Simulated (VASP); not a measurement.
# Mg (P6_3/mmc) in VASP: notebook

Mg is run at these levels: r2SCAN; tasks: single point.

Program: VASP 6.6.1. These are calculated values, not measurements. Logs are shortened: lines on timing, memory, paths and dates and some standing lists are left out, and cuts for length are marked.

## (1) The cell of the first run

Symmetry: P6_3/mmc, No. 194, hexagonal system. Conventional cell: a = 3.050 Å, b = 3.050 Å, c = 5.233 Å, α = 90.00°, β = 90.00°, γ = 120.00°. Mg (site symmetry -6m2) has 12 Mg at 3.05 to 3.15 Å within 4.0 Å.

## (2) Single point, r2SCAN (biaxial strain in the a-b plane: -4.5 %, then relaxed in part)

File POSCAR:

```
Mg
1.0
    3.0501597459      0.0000000000      0.0000000000
   -1.5250798730      2.6415158256      0.0000000000
    0.0000000000      0.0000000000      5.2328256179
Mg
2
Direct
    0.3333333333      0.6666666667      0.2500000000
    0.6666666667      0.3333333333      0.7500000000
```

File INCAR.step1:

```
ALGO     = Normal         # electronic algorithm
EDIFF    = 1E-4           # SCF threshold, eV
ENCUT    = 520            # plane-wave cutoff, eV
GGA      = PE             # functional
ISMEAR   = 0              # smearing method
LASPH    = T              # aspherical terms in the spheres
LCHARG   = F              # write CHGCAR
LREAL    = F              # projectors in reciprocal space
LWAVE    = T              # write WAVECAR
NBANDS   = 9              # bands
NELM     = 60             # most SCF steps
PREC     = Accurate       # precision mode
SIGMA    = 0.1            # smearing width, eV
```

File INCAR.step2:

```
ALGO     = Normal         # electronic algorithm
EDIFF    = 1E-7           # SCF threshold, eV
ENCUT    = 520            # plane-wave cutoff, eV
ISIF     = 2              # what is computed and relaxed
ISMEAR   = 0              # smearing method
ISTART   = 1            
LASPH    = T              # aspherical terms in the spheres
LCHARG   = F              # write CHGCAR
LMIXTAU  = T            
LREAL    = F              # projectors in reciprocal space
LWAVE    = F              # write WAVECAR
METAGGA  = R2SCAN         # meta-GGA
NBANDS   = 9              # bands
NELM     = 60             # most SCF steps
PREC     = Accurate       # precision mode
SIGMA    = 0.1            # smearing width, eV
```

File KPOINTS:

```
k-points
0
Gamma
  15 15 8
```

Potentials or basis: VASP PAW PBE potentials, release 64 (Mg).

Started as:

```sh
> cat potpaw_PBE.64/Mg/POTCAR > POTCAR
> cp INCAR.step1 INCAR
> mpirun -np 1 vasp_std > vasp.out
> cp INCAR.step2 INCAR
> mpirun -np 1 vasp_std > vasp.out
```

OUTCAR:

```text
EDIFF = 1E-7
   ENCUT = 520
   ISIF = 2
   ISMEAR = 0
   ISTART = 1
   LASPH = T
   LREAL = F
   METAGGA = R2SCAN
   NELM = 60
   PREC = Accurate

 ion  position               nearest neighbor table
   1  0.333  0.667  0.250-   2 3.15   2 3.15   2 3.15   2 3.15   2 3.15   2 3.15
   2  0.667  0.333  0.750-   1 3.15   1 3.15   1 3.15   1 3.15   1 3.15   1 3.15

  LATTYP: Found a hexagonal cell.
 ALAT       =     3.0501597459
 C/A-ratio  =     1.7155906752

  Lattice vectors:

 A1 = (   3.0501597459,   0.0000000000,   0.0000000000)
 A2 = (  -1.5250798730,   2.6415158256,   0.0000000000)
 A3 = (   0.0000000000,   0.0000000000,   5.2328256179)

Analysis of symmetry for initial positions (statically):
=====================================================================
 Subroutine PRICEL returns:
 Original cell was already a primitive cell.

 Routine SETGRP: Setting up the symmetry group for a
 hexagonal supercell.

 Subroutine GETGRP returns: Found 24 space group operations
 (whereof 12 operations were pure point group operations)
 out of a pool of 24 trial point group operations.

The static configuration has the point symmetry D_3d.
 The point group associated with its full space group is D_6h.

Analysis of symmetry for dynamics (positions and initial velocities):
=====================================================================
 Subroutine PRICEL returns:
 Original cell was already a primitive cell.

 Routine SETGRP: Setting up the symmetry group for a
 hexagonal supercell.

 Subroutine GETGRP returns: Found 24 space group operations
 (whereof 12 operations were pure point group operations)
 out of a pool of 24 trial point group operations.

The dynamic configuration has the point symmetry D_3d.
 The point group associated with its full space group is D_6h.

 Subroutine INISYM returns: Found 24 space group operations
 (whereof 12 operations are pure point group operations),
 and found     1 'primitive' translations

----------------------------------------------------------------------------------------

                                     Primitive cell

  volume of cell :      42.1611

  direct lattice vectors                    reciprocal lattice vectors
     3.050159746  0.000000000  0.000000000     0.327851681  0.189285256  0.000000000
    -1.525079873  2.641515826  0.000000000     0.000000000  0.378570513  0.000000000
[... 89 lines left out ...]
   IBRION =     -1    ionic relax: 0-MD 1-quasi-New 2-CG
   NFREE  =      0    steps in history (QN), initial steepest desc. (CG)
   ISIF   =      2    stress and relaxation
   ISYM   =      2    0-nonsym 1-usesym 2-fastsym
   POTIM  = 0.5000    time-step for ionic-motion
   TEBEG  =    0.0;   TEEND  =   0.0 temperature during run
   PSTRESS=    0.0 pullay stress
   NELECT =       4.0000    total number of electrons
   NUPDOWN=      -1.0000    fix difference up-down
   EMIN   =  10.00;   EMAX   =-10.00  energy-range for DOS
   EFERMI =   0.00;   METHOD = LEGACY
   ISMEAR =     0;   SIGMA  =   0.10  broadening in eV -4-tet -1-fermi 0-gaus
   EFERMI_NEDOS =   21; number of points for ismear=-14 and -15
   IALGO  =     38    algorithm
   IMIX   =      4    mixing-type and parameters
     AMIX     =   0.40;   BMIX     =  1.00
     AMIX_MAG =   1.60;   BMIX_MAG =  1.00
  volume/ion in A,a.u.               =      21.08       142.26
  Fermi-wavevector in a.u.,A,eV,Ry     =   0.746662  1.410987  7.585308  0.557504
  Thomas-Fermi vector in A             =   1.842536
   LORBIT       =      0    0 simple, 1 ext, 2 COOP (PROOUT), +10 PAW based schemes
   METAGGA = R2SCAN    functional components
   LHFCALC =     F    Hartree Fock is set to
   AEXX    =    0.0000 exact exchange contribution
   IVDW    =     0    specifies the selected vdW correction
   LEPSILON=     F    determine dielectric tensor
   LRPA    =     F    only Hartree local field effects (RPA)
 non-spin polarized calculation
 Gauss-broadening in eV      SIGMA  =   0.10
  energy-cutoff  :      520.00
  volume of cell :       42.16
 maximum number of plane-waves:      1160
 NGX is ok and might be reduce to    24
   NGX = 11   NGY = 11   NGZ = 19

 number of electron       4.0000000 magnetization

 Free energy of the ion-electron system (eV)
  ---------------------------------------------------
  ext. energy  EPLUGINS =         0.00000000
  ---------------------------------------------------
  free energy    TOTEN  =        -8.24862584 eV

  energy without entropy =       -8.24397462  energy(sigma->0) =       -8.24630023

 E-fermi :   3.0757     XC(G=0):  -9.3199

 val. band max:        3.0693136833   @ k =   0.3333   0.1333   0.1250
 cond. band min:       3.0925478106   @ k =   0.3333   0.0000   0.0000
 fundamental gap:      0.0232341273
 Fermi energy:         3.0756578810

 k-point     1 :       0.0000    0.0000    0.0000
  band No.  band energies     occupation
      1      -4.6705      2.00000
      2       0.7343      2.00000
      3       1.3730      2.00000
      4      15.6049      0.00000
      5      15.9715      0.00000
      6      15.9715      0.00000
      7      16.4504      0.00000
      8      16.4504      0.00000
      9      17.9219      0.00000
[... 265 lines left out ...]
 k-point    24 :       0.4000    0.2000    0.0000
  band No.  band energies     occupation
      1       1.3763      2.00000
      2       1.6783      2.00000
      3       5.4123      0.00000
      4       6.6045      0.00000
      5       6.7929      0.00000
      6       7.0671      0.00000
      7       9.3774      0.00000
      8      11.0103      0.00000
      9      12.4931      0.00000

 [... further k-points ...]

------------------------ aborting loop because EDIFF is reached ----------------------------------------

  FORCE on cell =-STRESS in cart. coord.  units (eV):
  Direction    XX          YY          ZZ          XY          YZ          ZX
  --------------------------------------------------------------------------------------
  -------------------------------------------------------------------------------------
  Total        1.2195198      1.2195198     -0.0710444     -0.0000000      0.0000000      0.0000000
  in kB       46.3433465     46.3433465     -2.6997815     -0.0000000      0.0000000      0.0000000
  external PRESSURE =      29.9956372 kB  Pullay stress =       0.0000000 kB

 VOLUME and BASIS-vectors are now :
 -----------------------------------------------------------------------------
  energy-cutoff  :      520.00
  volume of cell :       42.16
      direct lattice vectors                 reciprocal lattice vectors
     3.050159746  0.000000000  0.000000000     0.327851681  0.189285256  0.000000000
    -1.525079873  2.641515826  0.000000000     0.000000000  0.378570513  0.000000000
     0.000000000  0.000000000  5.232825618     0.000000000  0.000000000  0.191101342

 POSITION                                       TOTAL-FORCE (eV/Angst)
 -----------------------------------------------------------------------------------
     -0.00000      1.76101      1.30821        -0.000000     -0.000000      0.000000
      1.52508      0.88051      3.92462         0.000000      0.000000      0.000000
 -----------------------------------------------------------------------------------
    total drift:                               -0.000000      0.000000     -0.000000

  FREE ENERGIE OF THE ION-ELECTRON SYSTEM (eV)
  ---------------------------------------------------
  free  energy   TOTEN  =        -8.2486258406 eV

  energy  without entropy=       -8.2439746211  energy(sigma->0) =       -8.24630023
```

OUTCAR.step1:

```text
EDIFF = 1E-4
   ENCUT = 520
   GGA = PE
   ISMEAR = 0
   LASPH = T
[... 512 lines left out ...]
 -----------------------------------------------------------------------------------
     -0.00000      1.76101      1.30821        -0.000000      0.000000      0.000000
      1.52508      0.88051      3.92462         0.000000     -0.000000      0.000000
 -----------------------------------------------------------------------------------
    total drift:                               -0.000000      0.000000     -0.000000

  FREE ENERGIE OF THE ION-ELECTRON SYSTEM (eV)
  ---------------------------------------------------
  free  energy   TOTEN  =        -2.9539757738 eV

  energy  without entropy=       -2.9482448236  energy(sigma->0) =       -2.95111030
```

OSZICAR.step1:

```text
N       E                     dE             d eps       ncg     rms          rms(c)
DAV:   1    -0.170287409976E-01   -0.17029E-01   -0.13074E+03  2430   0.316E+02
DAV:   2    -0.291844329566E+01   -0.29014E+01   -0.27830E+01  3151   0.278E+01
DAV:   3    -0.296792663373E+01   -0.49483E-01   -0.49014E-01  3201   0.293E+00
DAV:   4    -0.296809079248E+01   -0.16416E-03   -0.16415E-03  3114   0.164E-01
DAV:   5    -0.296809147389E+01   -0.68141E-06   -0.68142E-06  3038   0.102E-02    0.946E-01
DAV:   6    -0.296133331706E+01    0.67582E-02   -0.46298E-04  2804   0.165E-01    0.605E-01
DAV:   7    -0.295397205721E+01    0.73613E-02   -0.16521E-03  2540   0.279E-01    0.322E-02
DAV:   8    -0.295397577375E+01   -0.37165E-05   -0.15048E-05  1869   0.230E-02
   1 F= -.29539758E+01 E0= -.29511103E+01  d E =-.573095E-02
```

Run time: 71 s. Hardware: 1 thread of Intel Xeon 6975P-C (Granite Rapids), shared host; peak memory 0.19 GiB.

What came out:

```
Free energy            : -8.2486 eV
Pressure               : 3.0 GPa
Band gap on the k mesh : zero (bands 2 and 3 overlap by 2.71 eV)
```

Stress tensor (GPa, compression positive):
```
 4.63  0.00  0.00
 0.00  4.63  0.00
 0.00  0.00 -0.27
```

Caveat: the cell differs from its parent crystal (biaxial strain in the a-b plane: -4.5 %, then relaxed in part); the PAW data sets were made with another functional, which shifts forces and pressure a little.

## (3) Single point, r2SCAN (biaxial strain in the a-b plane: -4.5 %)

Edit POSCAR of step 2 so:

```diff
@@ -4,3 +4,3 @@
    -1.5250798730      2.6415158256      0.0000000000
-    0.0000000000      0.0000000000      5.2328256179
+    0.0000000000      0.0000000000      5.2421986693
 Mg
```

File INCAR.step1:

```
ALGO = Normal
EDIFF = 1E-4
ENCUT = 520
GGA = PE
ISMEAR = 0
LASPH = T
LCHARG = F
LREAL = F
LWAVE = T
NBANDS = 9
NELM = 80
PREC = Accurate
SIGMA = 0.1
```

File INCAR.step2:

```
ALGO = Normal
EDIFF = 1E-6
ENCUT = 520
ISIF = 2
ISMEAR = 0
ISTART = 1
LASPH = T
LCHARG = F
LMIXTAU = T
LREAL = F
LWAVE = F
METAGGA = R2SCAN
NBANDS = 9
NELM = 80
PREC = Accurate
SIGMA = 0.1
```

KPOINTS is that of step 2.

Potentials or basis: VASP PAW PBE potentials, release 64 (Mg).

Started as:

```sh
> cat potpaw_PBE.64/Mg/POTCAR > POTCAR
> cp INCAR.step1 INCAR
> mpirun -np 1 vasp_std > vasp.out
> cp INCAR.step2 INCAR
> mpirun -np 1 vasp_std > vasp.out
```

Wall time 68 s (1 thread of Intel Xeon 6975P-C (Granite Rapids), shared host); peak memory 0.19 GiB.

It converged, with:

- Free energy: -8.2485 eV
- Pressure: 2.9 GPa
- Band gap on the k mesh: zero (bands 2 and 3 overlap by 2.73 eV)

Stress tensor (GPa, compression positive):
```
 4.59  0.00  0.00
 0.00  4.59  0.00
 0.00  0.00 -0.41
```

Levels at points of the mesh, in eV from the Fermi level:
| k point | band 1 | band 2 | band 3 | band 4 | band 5 |
| --- | --- | --- | --- | --- | --- |
| (0.00, 0.00, 0.00) | -7.74 | -2.35 | -1.72 | 12.49 | 12.90 |
| (0.00, 0.00, 0.50) | -6.29 | -6.29 | 4.75 | 4.75 | 13.61 |

Caveat: the cell differs from its parent crystal (biaxial strain in the a-b plane: -4.5 %); the PAW data sets were made with another functional, which shifts forces and pressure a little.

## (4) Single point, r2SCAN (biaxial strain in the a-b plane: -3.0 %, then relaxed in part)

File POSCAR:

```
Mg
1.0
    3.0980680142      0.0000000000      0.0000000000
   -1.5490340071      2.6830056029      0.0000000000
    0.0000000000      0.0000000000      5.1918966661
Mg
2
Direct
    0.3333333333      0.6666666667      0.2500000000
    0.6666666667      0.3333333333      0.7500000000
```

File INCAR.step1:

```
ALGO     = Normal         # electronic algorithm
EDIFF    = 1E-4           # SCF threshold, eV
ENCUT    = 520            # plane-wave cutoff, eV
GGA      = PE             # functional
ISMEAR   = 0              # smearing method
LASPH    = T              # aspherical terms in the spheres
LCHARG   = F              # write CHGCAR
LREAL    = F              # projectors in reciprocal space
LWAVE    = T              # write WAVECAR
NBANDS   = 9              # bands
NELM     = 80             # most SCF steps
PREC     = Accurate       # precision mode
SIGMA    = 0.1            # smearing width, eV
```

File INCAR.step2:

```
ALGO     = Normal         # electronic algorithm
EDIFF    = 1E-6           # SCF threshold, eV
ENCUT    = 520            # plane-wave cutoff, eV
ISIF     = 2              # what is computed and relaxed
ISMEAR   = 0              # smearing method
ISTART   = 1            
LASPH    = T              # aspherical terms in the spheres
LCHARG   = F              # write CHGCAR
LMIXTAU  = T            
LREAL    = F              # projectors in reciprocal space
LWAVE    = F              # write WAVECAR
METAGGA  = R2SCAN         # meta-GGA
NBANDS   = 9              # bands
NELM     = 80             # most SCF steps
PREC     = Accurate       # precision mode
SIGMA    = 0.1            # smearing width, eV
```

KPOINTS is that of step 3.

Started as:

```sh
> cat potpaw_PBE.64/Mg/POTCAR > POTCAR
> cp INCAR.step1 INCAR
> mpirun -np 1 vasp_std > vasp.out
> cp INCAR.step2 INCAR
> mpirun -np 1 vasp_std > vasp.out
```

It took 56 s on 1 thread of Intel Xeon 6975P-C (Granite Rapids), shared host; peak memory 0.19 GiB.

The run converged. Its results:

```yaml
Free_energy: -8.2793 eV
Pressure: 1.7 GPa
Band_gap_on_the_k_mesh: zero (bands 2 and 3 overlap by 2.48 eV)
```

Stress tensor (GPa, compression positive):
```
 2.72  0.00  0.00
 0.00  2.72  0.00
 0.00  0.00 -0.27
```

Levels at points of the mesh, in eV from the Fermi level:
```
           k point  band 1  band 2  band 3  band 4  band 5
(0.00, 0.00, 0.00)   -7.65   -2.18   -1.49   12.46   12.46
(0.00, 0.00, 0.50)   -6.18   -6.18    5.08    5.08   13.19
```

Caveat: the cell differs from its parent crystal (biaxial strain in the a-b plane: -3.0 %, then relaxed in part); the PAW data sets were made with another functional, which shifts forces and pressure a little.

## (5) Overview

| cell | gap on the mesh (eV) | pressure (GPa) |
| --- | --- | --- |
| a = 3.050, b = 3.050, c = 5.233 Å, angles 90.0, 90.0, 120.0°, 2 atoms | none | 3.0 |
| a = 3.050, b = 3.050, c = 5.242 Å, angles 90.0, 90.0, 120.0°, 2 atoms | none | 2.9 |
| a = 3.098, b = 3.098, c = 5.192 Å, angles 90.0, 90.0, 120.0°, 2 atoms | none | 1.7 |

Alike in all rows: task single point; level r2SCAN; potentials or basis VASP PAW PBE potentials, release 64 (Mg); no spin polarisation; k mesh 15 × 15 × 8; cutoff (eV) 520; smearing gaussian 0.1 eV.

Caveats: the PAW data sets were made with another functional, which shifts forces and pressure a little.

Total energies depend on the potentials used, so only differences within one code and one set of settings carry meaning.
